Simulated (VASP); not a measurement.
Input of a VASP 6.6.1 run:

Contents of POSCAR:

```
ZnS
1.0
    3.1792338589      0.0000000000      0.0000000000
    0.0000000000      3.1792338589      0.0000000000
    0.0000000000      0.0000000000      3.1792338589
Zn S
1 1
Direct
    0.0000000000      0.0000000000      0.0000000000
    0.5000000000      0.5000000000      0.5000000000
```

File INCAR.step1:

```
SYSTEM = ZnS
PREC = Accurate ; ENCUT = 520
ISMEAR = -1 ; SIGMA = 0.02
LREAL = .FALSE. ; LASPH = .TRUE.
NELM = 100 ; NBANDS = 16
GGA = PE ; ALGO = Normal
EDIFF = 1E-4 ; LWAVE = .TRUE.
LCHARG = .FALSE.
```

Contents of INCAR.step2:

```
SYSTEM = ZnS
PREC = Accurate ; ENCUT = 520
EDIFF = 1E-6 ; ISMEAR = -1
SIGMA = 0.02 ; LREAL = .FALSE.
LASPH = .TRUE. ; NELM = 100
ALGO = Normal ; ISIF = 2
LWAVE = .FALSE. ; LCHARG = .FALSE.
METAGGA = R2SCAN ; LMIXTAU = .TRUE.
NBANDS = 16 ; ISTART = 1
```

Contents of KPOINTS:

```
Automatic mesh
0
G
  6 6 6
  0 0 0
```

Potentials or basis: VASP PAW PBE potentials, release 64 (Zn, S).

Run with:

```bash
$ cat potpaw_PBE.64/Zn/POTCAR potpaw_PBE.64/S/POTCAR > POTCAR
$ cp INCAR.step1 INCAR
$ mpirun -np 1 vasp_std > vasp.out
$ cp INCAR.step2 INCAR
$ mpirun -np 1 vasp_std > vasp.out
```

(1) What does it give for the band gap on the k mesh?

(2) Estimate the pressure.

Answers

(1) zero (band 9 reaches 4.84 eV, above the bottom of band 10 at 4.04 eV).

(2) -0.3 GPa.

Caveat: the PAW data sets were made with another functional, which shifts forces and pressure a little.
